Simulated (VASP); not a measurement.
A run of VASP 6.6.1:

File INCAR:

```
  PREC = Accurate
  ENCUT = 520
  EDIFF = 1E-8
  ISMEAR = -1
  SIGMA = 0.05
  LREAL = False
  LASPH = True
  NELM = 80
  ALGO = Normal
  ISIF = 2
  LWAVE = False
  LCHARG = False
  GGA = PE
  LEFG = True
  NBANDS = 13
```

KPOINTS

```
Automatic mesh
0
Gamma
  14 14 14
```

Contents of POSCAR:

```
W
1.0
    0.0000000000      2.0129403699      2.0129403699
    2.0129403699      0.0000000000      2.0129403699
    2.0129403699      2.0129403699      0.0000000000
W
1
Direct
    0.0000000000      0.0000000000      0.0000000000
```

Potentials or basis: VASP PAW PBE potentials, release 64 (W_sv).

The run is started by

```bash
$ cat potpaw_PBE.64/W_sv/POTCAR > POTCAR
$ mpirun -np 1 vasp_std > vasp.out
```

Hardware: 1 thread of Intel(R) Xeon(R) Platinum 8488C (Sapphire Rapids), with other jobs on the host.

Q: How long does it take, and how much memory?

A: Run time: 10 s on 1 thread of Intel(R) Xeon(R) Platinum 8488C (Sapphire Rapids), on a shared host, peak memory 0.15 GiB. Counts: scf iterations 13, k points 104.
